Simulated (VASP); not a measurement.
# AlN (P6_3/mmc) in VASP: notebook, part 2 of 3

VASP 6.6.1. Earlier steps stand in the parts before.

## (4) Single point, PBEsol

This run uses another cell than the first one, of 9.48 Å³/atom, 1.004 times its volume.

File INCAR:

```
SYSTEM = AlN
PREC = Accurate
ENCUT = 520
EDIFF = 1E-6
ISMEAR = 0
SIGMA = 0.05
LREAL = .FALSE.
LASPH = .TRUE.
NELM = 60
ALGO = Normal
ISIF = 2
LWAVE = .FALSE.
LCHARG = .FALSE.
GGA = PS
NBANDS = 16
```

File KPOINTS:

```
Automatic mesh
0
G
  9 9 6
  0 0 0
```

File POSCAR:

```
AlN
1.0
    3.3014407767      0.0000000000      0.0000000000
   -1.6507203884      2.8591315817      0.0000000000
    0.0000000000      0.0000000000      4.0158000000
Al N
2 2
Direct
    0.3333333333      0.6666666667      0.7500000000
    0.6666666667      0.3333333333      0.2500000000
    0.3333333333      0.6666666667      0.2500000000
    0.6666666667      0.3333333333      0.7500000000
```

Potentials or basis: VASP PAW PBE potentials, release 64 (Al, N).

Run with:

```sh
$ cat potpaw_PBE.64/Al/POTCAR potpaw_PBE.64/N/POTCAR > POTCAR
$ mpirun -np 1 vasp_std > vasp.out
```

OUTCAR:

```text
SYSTEM = AlN
   PREC = Accurate
   ENCUT = 520
   EDIFF = 1E-6
   ISMEAR = 0
   LREAL = .FALSE.
   LASPH = .TRUE.
   NELM = 60
   ISIF = 2
   GGA = PS

 ion  position               nearest neighbor table
   1  0.333  0.667  0.750-   4 1.91   4 1.91   4 1.91   3 2.01   3 2.01   2 2.77   2 2.77   2 2.77
                             2 2.77   2 2.77   2 2.77
   2  0.667  0.333  0.250-   3 1.91   3 1.91   3 1.91   4 2.01   4 2.01   1 2.77   1 2.77   1 2.77
                             1 2.77   1 2.77   1 2.77
   3  0.333  0.667  0.250-   2 1.91   2 1.91   2 1.91   1 2.01   1 2.01
   4  0.667  0.333  0.750-   1 1.91   1 1.91   1 1.91   2 2.01   2 2.01

  LATTYP: Found a hexagonal cell.
 ALAT       =     3.3014407767
 C/A-ratio  =     1.2163780215

  Lattice vectors:

 A1 = (   3.3014407767,   0.0000000000,   0.0000000000)
 A2 = (  -1.6507203884,   2.8591315817,   0.0000000000)
 A3 = (   0.0000000000,   0.0000000000,   4.0158000000)

Analysis of symmetry for initial positions (statically):
=====================================================================
 Subroutine PRICEL returns:
 Original cell was already a primitive cell.

 Routine SETGRP: Setting up the symmetry group for a
 hexagonal supercell.

 Subroutine GETGRP returns: Found 24 space group operations
 (whereof 12 operations were pure point group operations)
 out of a pool of 24 trial point group operations.

The static configuration has the point symmetry D_3d.
 The point group associated with its full space group is D_6h.

Analysis of symmetry for dynamics (positions and initial velocities):
=====================================================================
 Subroutine PRICEL returns:
 Original cell was already a primitive cell.

 Routine SETGRP: Setting up the symmetry group for a
 hexagonal supercell.

 Subroutine GETGRP returns: Found 24 space group operations
 (whereof 12 operations were pure point group operations)
 out of a pool of 24 trial point group operations.

The dynamic configuration has the point symmetry D_3d.
 The point group associated with its full space group is D_6h.

 Subroutine INISYM returns: Found 24 space group operations
 (whereof 12 operations are pure point group operations),
 and found     1 'primitive' translations

----------------------------------------------------------------------------------------

                                     Primitive cell

  volume of cell :      37.9062

  direct lattice vectors                    reciprocal lattice vectors
     3.301440777  0.000000000  0.000000000     0.302898058  0.174878275  0.000000000
    -1.650720388  2.859131582  0.000000000     0.000000000  0.349756551  0.000000000
     0.000000000  0.000000000  4.015800000     0.000000000  0.000000000  0.249016385

  length of vectors
     3.301440777  3.301440777  4.015800000     0.349756551  0.349756551  0.249016385

  position of ions in fractional coordinates (direct lattice)
     0.333333333  0.666666667  0.750000000
     0.666666667  0.333333333  0.250000000
     0.333333333  0.666666667  0.250000000
     0.666666667  0.333333333  0.750000000

  ion indices of the primitive-cell ions
   primitive index   ion index
                 1           1
                 2           2
                 3           3
                 4           4

----------------------------------------------------------------------------------------

 KPOINTS: Automatic mesh

[... 46 lines left out ...]
  0.333333  0.222222  0.166667     24.000000
  0.333333  0.333333  0.166667      4.000000
 [... further k-points ...]
   k-points           NKPTS =     48   k-points in BZ     NKDIM =     48   number of bands    NBANDS=     16
   number of dos      NEDOS =    301   number of ions     NIONS =      4
   total plane-waves  NPLWV =  23520
   dimension x,y,z NGX =    28 NGY =   28 NGZ =   30
   dimension x,y,z NGXF=    56 NGYF=   56 NGZF=   60
   ions per type =               2   2
   NGX,Y,Z   is equivalent  to a cutoff of  14.10, 14.10, 12.42 a.u.
   NGXF,Y,Z  is equivalent  to a cutoff of  28.20, 28.20, 24.84 a.u.
 SYSTEM =  AlN
   PREC   = accura    normal or accurate (medium, high low for compatibility)
   ISTART =      0    job   : 0-new  1-cont  2-samecut
   ICHARG =      2    charge: 1-file 2-atom 10-const
   ISPIN  =      1    spin polarized calculation?
   LNONCOLLINEAR =      F non collinear calculations
   LSORBIT =      F    spin-orbit coupling
   LASPH  =      T    aspherical Exc in radial PAW
   ENCUT  =  520.0 eV  38.22 Ry    6.18 a.u.   6.14  6.14  7.47*2*pi/ulx,y,z
   NELM   =     60;   NELMIN=  2; NELMDL= -5     # of ELM steps
   EDIFF  = 0.1E-05   stopping-criterion for ELM
   LREAL  =      F    real-space projection
   EDIFFG = 0.1E-04   stopping-criterion for IOM
   NSW    =      0    number of steps for IOM
   IBRION =     -1    ionic relax: 0-MD 1-quasi-New 2-CG
   NFREE  =      0    steps in history (QN), initial steepest desc. (CG)
   ISIF   =      2    stress and relaxation
   ISYM   =      2    0-nonsym 1-usesym 2-fastsym
   POTIM  = 0.5000    time-step for ionic-motion
   TEBEG  =    0.0;   TEEND  =   0.0 temperature during run
   PSTRESS=    0.0 pullay stress
   NELECT =      16.0000    total number of electrons
   NUPDOWN=      -1.0000    fix difference up-down
   EMIN   =  10.00;   EMAX   =-10.00  energy-range for DOS
   EFERMI =   0.00;   METHOD = LEGACY
   ISMEAR =     0;   SIGMA  =   0.05  broadening in eV -4-tet -1-fermi 0-gaus
   EFERMI_NEDOS =   21; number of points for ismear=-14 and -15
   IALGO  =     38    algorithm
   IMIX   =      4    mixing-type and parameters
     AMIX     =   0.40;   BMIX     =  1.00
     AMIX_MAG =   1.60;   BMIX_MAG =  1.00
  volume/ion in A,a.u.               =       9.48        63.95
  Fermi-wavevector in a.u.,A,eV,Ry     =   1.228037  2.320654 20.518617  1.508076
  Thomas-Fermi vector in A             =   2.362978
   LORBIT       =      0    0 simple, 1 ext, 2 COOP (PROOUT), +10 PAW based schemes
   GGA     = PS    functional components
   LHFCALC =     F    Hartree Fock is set to
   AEXX    =    0.0000 exact exchange contribution
   IVDW    =     0    specifies the selected vdW correction
   LEPSILON=     F    determine dielectric tensor
   LRPA    =     F    only Hartree local field effects (RPA)
 non-spin polarized calculation
 Gauss-broadening in eV      SIGMA  =   0.05
  energy-cutoff  :      520.00
  volume of cell :       37.91
 maximum number of plane-waves:      1032
 NGX is ok and might be reduce to    28
   NGX = 13   NGY = 13   NGZ = 15

 number of electron      15.9999999 magnetization

 Free energy of the ion-electron system (eV)
  ---------------------------------------------------
  ext. energy  EPLUGINS =         0.00000000
  ---------------------------------------------------
  free energy    TOTEN  =       -30.90686014 eV

  energy without entropy =      -30.90686014  energy(sigma->0) =      -30.90686014

 E-fermi :   8.4626     XC(G=0): -11.5619

 val. band max:        8.2403090606   @ k =   0.0000   0.0000   0.0000
 cond. band min:      11.8708570336   @ k =   0.0000   0.0000   0.0000
 fundamental gap:      3.6305479730
 Fermi energy:         8.4625641604

 k-point     1 :       0.0000    0.0000    0.0000
  band No.  band energies     occupation
      1      -8.7698      2.00000
      2      -4.6464      2.00000
      3       1.2670      2.00000
      4       4.8449      2.00000
      5       4.8449      2.00000
      6       6.7626      2.00000
[... 433 lines left out ...]
      3       1.5007      2.00000
      4       2.6604      2.00000
      5       2.6604      2.00000
      6       5.4831      2.00000
[... 8 lines left out ...]
     15      19.8666      0.00000
     16      22.0296      0.00000

 [... further k-points ...]

------------------------ aborting loop because EDIFF is reached ----------------------------------------

  FORCE on cell =-STRESS in cart. coord.  units (eV):
  Direction    XX          YY          ZZ          XY          YZ          ZX
  --------------------------------------------------------------------------------------
  -------------------------------------------------------------------------------------
  Total        1.0339926      1.0339926      2.6314298     -0.0000000     -0.0000000      0.0000000
  in kB       43.7037090     43.7037090    111.2224961     -0.0000000     -0.0000000      0.0000000
  external PRESSURE =      66.2099713 kB  Pullay stress =       0.0000000 kB

 VOLUME and BASIS-vectors are now :
 -----------------------------------------------------------------------------
  energy-cutoff  :      520.00
  volume of cell :       37.91
      direct lattice vectors                 reciprocal lattice vectors
     3.301440777  0.000000000  0.000000000     0.302898058  0.174878275  0.000000000
    -1.650720388  2.859131582  0.000000000     0.000000000  0.349756551  0.000000000
     0.000000000  0.000000000  4.015800000     0.000000000  0.000000000  0.249016385

 POSITION                                       TOTAL-FORCE (eV/Angst)
 -----------------------------------------------------------------------------------
     -0.00000      1.90609      3.01185        -0.000000      0.000000      0.000000
      1.65072      0.95304      1.00395         0.000000     -0.000000      0.000000
     -0.00000      1.90609      1.00395        -0.000000     -0.000000      0.000000
      1.65072      0.95304      3.01185        -0.000000     -0.000000      0.000000
 -----------------------------------------------------------------------------------
    total drift:                                0.000000     -0.000000      0.000000

  FREE ENERGIE OF THE ION-ELECTRON SYSTEM (eV)
  ---------------------------------------------------
  free  energy   TOTEN  =       -30.9068601448 eV

  energy  without entropy=      -30.9068601448  energy(sigma->0) =      -30.90686014
```

Run time: 31 s. Hardware: 1 thread of Intel Xeon Platinum 8488C (Sapphire Rapids), shared host; peak memory 0.16 GiB.

Results:

| Property | Result |
| --- | --- |
| Free energy | -30.9069 eV |
| Pressure | 6.6 GPa |
| Band gap on the k mesh | 3.63 eV, direct |

Caveat: the PAW data sets were made with another functional, which shifts forces and pressure a little. A hybrid or GW would open this gap; PBEsol tends to underestimate it.

(Continued in part 3 of 3.)
